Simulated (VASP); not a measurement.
# LiH (Fm-3m) in VASP: a series of runs, part 2 of 2

VASP 6.6.1. The steps go on from the part before.

### 4 Single point, r2SCAN

Input file POSCAR:

```
LiH
1.0
    0.0000000000      1.9984726927      1.9984726927
    1.9984726927      0.0000000000      1.9984726927
    1.9984726927      1.9984726927      0.0000000000
Li H
1 1
Direct
    0.0000000000      0.0000000000      0.0000000000
    0.5000000000      0.5000000000      0.5000000000
```

Input file INCAR.step1:

```
ALGO     = Normal         # electronic algorithm
EDIFF    = 1E-4           # SCF threshold, eV
ENCUT    = 520            # plane-wave cutoff, eV
GGA      = PE             # functional
ISMEAR   = 0              # smearing method
LASPH    = T              # aspherical terms in the spheres
LCHARG   = F              # write CHGCAR
LREAL    = F              # projectors in reciprocal space
LWAVE    = T              # write WAVECAR
NBANDS   = 9              # bands
NELM     = 60             # most SCF steps
PREC     = Accurate       # precision mode
SIGMA    = 0.01           # smearing width, eV
```

Input file INCAR.step2:

```
ALGO     = Normal         # electronic algorithm
EDIFF    = 1E-6           # SCF threshold, eV
ENCUT    = 520            # plane-wave cutoff, eV
ISIF     = 2              # what is computed and relaxed
ISMEAR   = 0              # smearing method
ISTART   = 1            
LASPH    = T              # aspherical terms in the spheres
LCHARG   = F              # write CHGCAR
LMIXTAU  = T            
LREAL    = F              # projectors in reciprocal space
LWAVE    = F              # write WAVECAR
METAGGA  = R2SCAN         # meta-GGA
NBANDS   = 9              # bands
NELM     = 60             # most SCF steps
PREC     = Accurate       # precision mode
SIGMA    = 0.01           # smearing width, eV
```

Input file KPOINTS:

```
k-points
0
Gamma
  8 8 8
```

Potentials or basis: VASP PAW PBE potentials, release 64 (Li_sv, H).

Command:

```sh
$ cat potpaw_PBE.64/Li_sv/POTCAR potpaw_PBE.64/H/POTCAR > POTCAR
$ cp INCAR.step1 INCAR
$ mpirun -np 1 vasp_std > vasp.out
$ cp INCAR.step2 INCAR
$ mpirun -np 1 vasp_std > vasp.out
```

OUTCAR:

```text
EDIFF = 1E-6
   ENCUT = 520
   ISIF = 2
   ISMEAR = 0
   ISTART = 1
   LASPH = T
   LREAL = F
   METAGGA = R2SCAN
   NELM = 60
   PREC = Accurate

 ion  position               nearest neighbor table
   1  0.000  0.000  0.000-
   2  0.500  0.500  0.500-

  LATTYP: Found a face centered cubic cell.
 ALAT       =     3.9969453854

  Lattice vectors:

 A1 = (   0.0000000000,   1.9984726927,   1.9984726927)
 A2 = (   1.9984726927,   0.0000000000,   1.9984726927)
 A3 = (   1.9984726927,   1.9984726927,   0.0000000000)

Analysis of symmetry for initial positions (statically):
=====================================================================
 Subroutine PRICEL returns:
 Original cell was already a primitive cell.

 Routine SETGRP: Setting up the symmetry group for a
 face centered cubic supercell.

 Subroutine GETGRP returns: Found 48 space group operations
 (whereof 48 operations were pure point group operations)
 out of a pool of 48 trial point group operations.

The static configuration has the point symmetry O_h .

Analysis of symmetry for dynamics (positions and initial velocities):
=====================================================================
 Subroutine PRICEL returns:
 Original cell was already a primitive cell.

 Routine SETGRP: Setting up the symmetry group for a
 face centered cubic supercell.

 Subroutine GETGRP returns: Found 48 space group operations
 (whereof 48 operations were pure point group operations)
 out of a pool of 48 trial point group operations.

The dynamic configuration has the point symmetry O_h .

 Subroutine INISYM returns: Found 48 space group operations
 (whereof 48 operations are pure point group operations),
 and found     1 'primitive' translations

----------------------------------------------------------------------------------------

                                     Primitive cell
[... 114 lines left out ...]
  Thomas-Fermi vector in A             =   2.166276
   LORBIT       =      0    0 simple, 1 ext, 2 COOP (PROOUT), +10 PAW based schemes
   METAGGA = R2SCAN    functional components
   LHFCALC =     F    Hartree Fock is set to
   AEXX    =    0.0000 exact exchange contribution
   IVDW    =     0    specifies the selected vdW correction
   LEPSILON=     F    determine dielectric tensor
   LRPA    =     F    only Hartree local field effects (RPA)
 non-spin polarized calculation
 Gauss-broadening in eV      SIGMA  =   0.01
  energy-cutoff  :      520.00
  volume of cell :       15.96
 maximum number of plane-waves:       445
 NGX is ok and might be reduce to    24
   NGX = 11   NGY = 11   NGZ = 11

 number of electron       3.9999996 magnetization

 Free energy of the ion-electron system (eV)
  ---------------------------------------------------
  ext. energy  EPLUGINS =         0.00000000
  ---------------------------------------------------
  free energy    TOTEN  =        -6.81749226 eV

  energy without entropy =       -6.81749226  energy(sigma->0) =       -6.81749226

 E-fermi :  -0.0534     XC(G=0):  -8.8540

 val. band max:       -0.1466937059   @ k =   0.5000   0.5000   0.0000
 cond. band min:       3.4307731564   @ k =   0.5000   0.5000   0.0000
 fundamental gap:      3.5774668623
 Fermi energy:        -0.0533632701

 k-point     1 :       0.0000    0.0000    0.0000
  band No.  band energies     occupation
      1     -45.8713      2.00000
      2      -5.6257      2.00000
      3      17.6103      0.00000
      4      19.3464      0.00000
      5      19.3464      0.00000
      6      19.3470      0.00000
      7      23.7863      0.00000
      8      23.7863      0.00000
      9      23.7865      0.00000
[... 265 lines left out ...]
 k-point    24 :      -0.3750    0.2500    0.1250
  band No.  band energies     occupation
      1     -45.8180      2.00000
      2      -1.8737      2.00000
      3       5.6900      0.00000
      4       9.5469      0.00000
      5      14.3973      0.00000
      6      17.9537      0.00000
      7      24.3846      0.00000
      8      27.8257      0.00000
      9      29.2990      0.00000

 [... further k-points ...]

------------------------ aborting loop because EDIFF is reached ----------------------------------------

  FORCE on cell =-STRESS in cart. coord.  units (eV):
  Direction    XX          YY          ZZ          XY          YZ          ZX
  --------------------------------------------------------------------------------------
  -------------------------------------------------------------------------------------
  Total       -0.0271841     -0.0271841     -0.0271841      0.0000000      0.0000000     -0.0000000
  in kB       -2.7283555     -2.7283555     -2.7283555      0.0000000      0.0000000     -0.0000000
  external PRESSURE =      -2.7283555 kB  Pullay stress =       0.0000000 kB

 VOLUME and BASIS-vectors are now :
 -----------------------------------------------------------------------------
  energy-cutoff  :      520.00
  volume of cell :       15.96
      direct lattice vectors                 reciprocal lattice vectors
     0.000000000  1.998472693  1.998472693    -0.250191059  0.250191059  0.250191059
     1.998472693  0.000000000  1.998472693     0.250191059 -0.250191059  0.250191059
     1.998472693  1.998472693  0.000000000     0.250191059  0.250191059 -0.250191059

 POSITION                                       TOTAL-FORCE (eV/Angst)
 -----------------------------------------------------------------------------------
      0.00000      0.00000      0.00000        -0.000000      0.000000      0.000000
      1.99847      1.99847      1.99847         0.000000     -0.000000     -0.000000
 -----------------------------------------------------------------------------------
    total drift:                                0.000000     -0.000000     -0.000000

  FREE ENERGIE OF THE ION-ELECTRON SYSTEM (eV)
  ---------------------------------------------------
  free  energy   TOTEN  =        -6.8174922634 eV

  energy  without entropy=       -6.8174922634  energy(sigma->0) =       -6.81749226
```

OSZICAR.step1:

```text
N       E                     dE             d eps       ncg     rms          rms(c)
DAV:   1    -0.113537436740E+01   -0.11354E+01   -0.13209E+03   530   0.394E+02
DAV:   2    -0.630037533263E+01   -0.51650E+01   -0.51228E+01   735   0.576E+01
DAV:   3    -0.636969885174E+01   -0.69324E-01   -0.69300E-01   667   0.575E+00
DAV:   4    -0.636996105695E+01   -0.26221E-03   -0.26218E-03   697   0.304E-01
DAV:   5    -0.636996217309E+01   -0.11161E-05   -0.11161E-05   665   0.145E-02    0.288E+00
DAV:   6    -0.618679788130E+01    0.18316E+00   -0.14813E-01   580   0.120E+00    0.145E+00
DAV:   7    -0.612513111790E+01    0.61667E-01   -0.19222E-01   603   0.154E+00    0.220E-01
DAV:   8    -0.612690180972E+01   -0.17707E-02   -0.42038E-03   605   0.424E-01    0.430E-02
DAV:   9    -0.612683539802E+01    0.66412E-04   -0.15297E-04   638   0.484E-02
   1 F= -.61268354E+01 E0= -.61268354E+01  d E =-.641693E-84
```

Wall time 17 s (1 thread of Intel Xeon Platinum 8488C (Sapphire Rapids), shared host); peak memory 0.13 GiB.

What came out:

* Free energy: -6.8175 eV
* Band gap on the k mesh: 3.58 eV

Caveat: the cutoff is under 1.25 times the usual one of these potentials, so pressure, stress and relaxed cells hold a basis-set (Pulay) error; the PAW data sets were made with another functional, which shifts forces and pressure a little. r2SCAN opens gaps a little over a GGA but as a rule still falls short of measured ones.

### 5 Single point, HSE06

POSCAR is that of step 4.

Input file INCAR.step1:

```
SYSTEM = LiH
ALGO = Normal
EDIFF = 1E-5
ENCUT = 520
GGA = PE
ISIF = 2
ISMEAR = 0
LASPH = .TRUE.
LCHARG = .FALSE.
LREAL = .FALSE.
LWAVE = .TRUE.
NBANDS = 9
NELM = 60
PREC = Accurate
SIGMA = 0.01
```

Input file INCAR.step2:

```
SYSTEM = LiH
ALGO = Normal
EDIFF = 1E-6
ENCUT = 520
GGA = PE
HFSCREEN = 0.2079
ISIF = 2
ISMEAR = 0
ISTART = 1
LASPH = .TRUE.
LCHARG = .FALSE.
LHFCALC = .TRUE.
LREAL = .FALSE.
LWAVE = .FALSE.
NBANDS = 9
NELM = 60
PREC = Accurate
PRECFOCK = Normal
SIGMA = 0.01
```

Input file KPOINTS:

```
k-points
0
G
  6 6 6
  0 0 0
```

Command:

```sh
$ cat potpaw_PBE.64/Li_sv/POTCAR potpaw_PBE.64/H/POTCAR > POTCAR
$ cp INCAR.step1 INCAR
$ mpirun -np 1 vasp_std > vasp.out
$ cp INCAR.step2 INCAR
$ mpirun -np 1 vasp_std > vasp.out
```

Wall time 58 s (1 thread of Intel Xeon Platinum 8488C (Sapphire Rapids), shared host); peak memory 0.23 GiB.

Results (log left out):

| Item | Value |
| --- | --- |
| Free energy | -6.7861 eV |
| Band gap on the k mesh | 3.97 eV |

Levels at points of the mesh, in eV from the valence-band top:
| k point | band 1 | band 2 | band 3 | band 4 | band 5 | band 6 | band 7 |
| --- | --- | --- | --- | --- | --- | --- | --- |
| (0.00, 0.00, 0.00) | -47.28 | -6.11 | 18.07 | 19.56 | 19.56 | 19.56 | 24.18 |
| (0.50, 0.00, 0.00) | -47.23 | -2.90 | 5.98 | 15.34 | 18.10 | 18.10 | 20.70 |
| (0.50, 0.50, 0.00) | -47.21 | 0.00 | 3.97 | 12.22 | 12.22 | 15.34 | 19.07 |

Caveat: the k points lie up to 0.45 Å⁻¹ apart; the cutoff is under 1.25 times the usual one of these potentials, so pressure, stress and relaxed cells hold a basis-set (Pulay) error; the PAW data sets were made with another functional, which shifts forces and pressure a little.

### 6 Summary

```csv
level,k mesh,smearing,grid for exact exchange (PRECFOCK),share of exact exchange,screening parameter,gap on the mesh (eV)
PBE,8 × 8 × 8,gaussian 0.001 eV,-,-,-,2.97
PBEsol,8 × 8 × 8,gaussian 0.01 eV,-,-,-,2.74
r2SCAN,8 × 8 × 8,gaussian 0.01 eV,-,-,-,3.58
HSE06,6 × 6 × 6,gaussian 0.01 eV,Normal,0.25,0.2079 1/Å,3.97
```

Alike in all rows: task single point; potentials or basis VASP PAW PBE potentials, release 64 (Li_sv, H); no spin polarisation; cell as given; cutoff (eV) 520.

Caveats: some runs use coarse meshes; the cutoff is under 1.25 times the usual one of these potentials, so pressure, stress and relaxed cells hold a basis-set (Pulay) error; the PAW data sets were made with another functional, which shifts forces and pressure a little (at least some runs).

Absolute energies hang on the potentials; compare differences alone.
